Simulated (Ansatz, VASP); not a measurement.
Given: the input of a run of Ansatz 0.2.0 on Fe.

input.yaml

```yaml
crystal:
  lattice:
    - [-1.443, 1.443, 1.443]
    - [1.443, -1.443, 1.443]
    - [1.443, 1.443, -1.443]
  atoms:
    - { symbol: Fe, position: [0.0, 0.0, 0.0], spin: 3.0 }
kpoints:
  mp_grid: { grid: [13, 13, 13] }
scf:
  occupations: { method: gaussian, width: 0.023 }
hamiltonian:
  xc: pbe
  pseudopotentials: { kind: all_electron, lapw: { basis_error: 0.001 } }
magnetization:
  spin_polarized: true
output:
  forces: true
  stress: true
  eigenvalues: true
```

Potentials or basis: all-electron LAPW, scalar-relativistic.

Command:

```sh
$ ansatz run input.yaml --threads 2 --pin off --max-ram 6144MiB --backend cpu --events-out ev --progress --plain --runs-dir out
```

Translate it to VASP 6.6.1. Potentials there: VASP PAW PBE potentials, release 64 (Fe).

As run (the cutoff follows the program's own potentials):

File INCAR:

```
PREC = Accurate ; ENCUT = 520
EDIFF = 1E-6 ; ISMEAR = 0
SIGMA = 0.023 ; LREAL = False
LASPH = True ; NELM = 150
ALGO = Fast ; ISIF = 2
LWAVE = False ; LCHARG = True
ISPIN = 2 ; MAGMOM = 3
LORBIT = 11 ; LMAXMIX = 4
GGA = PE ; LELF = True
LVHAR = True ; NBANDS = 14
```

The input KPOINTS:

```
regular mesh
0
Gamma
  13 13 13
```

POSCAR

```
Fe
1.0
   -1.4430000000      1.4430000000      1.4430000000
    1.4430000000     -1.4430000000      1.4430000000
    1.4430000000      1.4430000000     -1.4430000000
Fe
1
Direct
    0.0000000000      0.0000000000      0.0000000000
```

Potentials or basis: VASP PAW PBE potentials, release 64 (Fe).

The run is started by

```bash
$ cat potpaw_PBE.64/Fe/POTCAR > POTCAR
$ mpirun -np 1 vasp_std > vasp.out
```

Both were run:

|  | VASP | Ansatz | Ansatz less VASP |
| --- | --- | --- | --- |
| gap on the k mesh at the Fermi level (eV) | none | none | - |
| pressure (GPa) | -9.5 | -9.8 | -0.27 |
| net moment per atom (μB) | 2.28 | 2.24 | -0.037 |
| size of the moment on the site where the two differ most (μB) | 2.29 | 2.31 | +0.016 |

Site moments also hang on the region over which each program counts them. A gap of «none» marks a metal or a gap that the smearing closes. Ansatz ran all-electron here, and VASP with PAW potentials.
